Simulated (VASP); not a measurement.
Input of a VASP 6.6.1 run:

The input INCAR:

```
SYSTEM = CoO
ALGO = Normal
EDIFF = 1E-7
ENCUT = 520
GGA = CA
ISIF = 2
ISMEAR = -1
ISPIN = 2
LASPH = .TRUE.
LCHARG = .FALSE.
LMAXMIX = 4
LORBIT = 11
LREAL = .FALSE.
LWAVE = .FALSE.
MAGMOM = 2 2 0 0
NBANDS = 27
NELM = 150
PREC = Accurate
SIGMA = 0.05
```

File KPOINTS:

```
k-points
0
G
  10 10 5
  0 0 0
```

Contents of POSCAR:

```
CoO
1.0
    3.2603606016      0.0000000000      0.0000000000
   -1.6301803009      2.8235551065      0.0000000000
    0.0000000000      0.0000000000      5.3312594650
Co O
2 2
Direct
    0.3333333333      0.6666666667      0.5033624100
    0.0000000000      0.0000000000      0.0034741400
    0.3333333333      0.6666666667      0.8715556000
    0.0000000000      0.0000000000      0.3716088500
```

Potentials or basis: VASP PAW LDA potentials, release 64 (Co, O).

The run is started by

```console
$ cat potpaw_LDA.64/Co/POTCAR potpaw_LDA.64/O/POTCAR > POTCAR
$ mpirun -np 1 vasp_std > vasp.out
```

(1) What does it give for the largest force?

(2) Estimate the pressure.

(3) Estimate the site moments.

Answers

(1) 0.189 eV/Å.

(2) -20.6 GPa.

(3) Co +2.44; O +0.33 μB.
